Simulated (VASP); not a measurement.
A run of VASP 6.6.1 is set up as follows.

INCAR

```
  PREC = Accurate
  ENCUT = 520
  EDIFF = 1E-7
  ISMEAR = 0
  SIGMA = 0.15
  LREAL = False
  LASPH = True
  NELM = 100
  ALGO = Fast
  ISIF = 2
  LWAVE = False
  LCHARG = True
  GGA = PS
  LELF = True
  LVHAR = True
  NBANDS = 18
```

Contents of KPOINTS:

```
regular mesh
0
Gamma
  14 14 14
```

File POSCAR:

```
ScAl3
1.0
    4.0736621426     -0.0973229863     -0.0973229863
   -0.0973229863      4.0736621426     -0.0973229863
   -0.0973229863     -0.0973229863      4.0736621426
Sc Al
1 3
Direct
    0.0000000000      0.0000000000      0.0000000000
    0.5000000000      0.0000000000      0.5000000000
    0.0000000000      0.5000000000      0.5000000000
    0.5000000000      0.5000000000      0.0000000000
```

Potentials or basis: VASP PAW PBE potentials, release 64 (Sc_sv, Al).

Command:

```bash
$ cat potpaw_PBE.64/Sc_sv/POTCAR potpaw_PBE.64/Al/POTCAR > POTCAR
$ mpirun -np 1 vasp_std > vasp.out
```

Q: Estimate the band gap on the k mesh.

A: Zero (bands 10 and 11 overlap by 3.08 eV).

Q: What does it give for the pressure?

A: 0.9 GPa.

Stress tensor (GPa, compression positive):
```
0.86 3.70 3.70
3.70 0.86 3.70
3.70 3.70 0.86
```

Caveat: the PAW data sets were made with another functional, which shifts forces and pressure a little.
